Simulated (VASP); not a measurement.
Here is a VASP 6.6.1 calculation.

Contents of INCAR:

```
ALGO = Normal ; EDIFF = 1E-6
ENCUT = 520 ; ISIF = 2
ISMEAR = 0 ; LASPH = True
LCHARG = False ; LREAL = False
LWAVE = False ; NBANDS = 44
NELM = 60 ; PREC = Accurate
SIGMA = 0.02
```

File KPOINTS:

```
k-points
0
Gamma
  6 6 6
```

The input POSCAR:

```
SiO2
1.0
    0.0000000000      4.5813078688      7.2489982014
    2.2919117202      0.0000000000      7.2489982014
    2.2919117202      4.5813078688      0.0000000000
Si O
4 8
Direct
    0.5620400196      0.5620400196      0.9379599804
    0.3120400196      0.3120400196      0.6879599804
    0.6879599804      0.6879599804      0.3120400196
    0.9379599804      0.9379599804      0.5620400196
    0.6250000000      0.1250000000      0.6250000000
    0.6250000000      0.6250000000      0.1250000000
    0.6250000000      0.6250000000      0.6250000000
    0.1250000000      0.6250000000      0.6250000000
    0.1777053767      0.8222946233      0.1777053767
    0.8222946233      0.1777053767      0.8222946233
    0.4277053767      0.0722946233      0.4277053767
    0.0722946233      0.4277053767      0.0722946233
```

Potentials or basis: VASP PAW LDA potentials, release 64 (Si, O).

Command:

```bash
$ cat potpaw_LDA.64/Si/POTCAR potpaw_LDA.64/O/POTCAR > POTCAR
$ mpirun -np 1 vasp_std > vasp.out
```

(1) What does it give for the largest force?

(2) Estimate the band gap on the k mesh.

Results:

(1) 0.044 eV/Å.

(2) 5.77 eV.
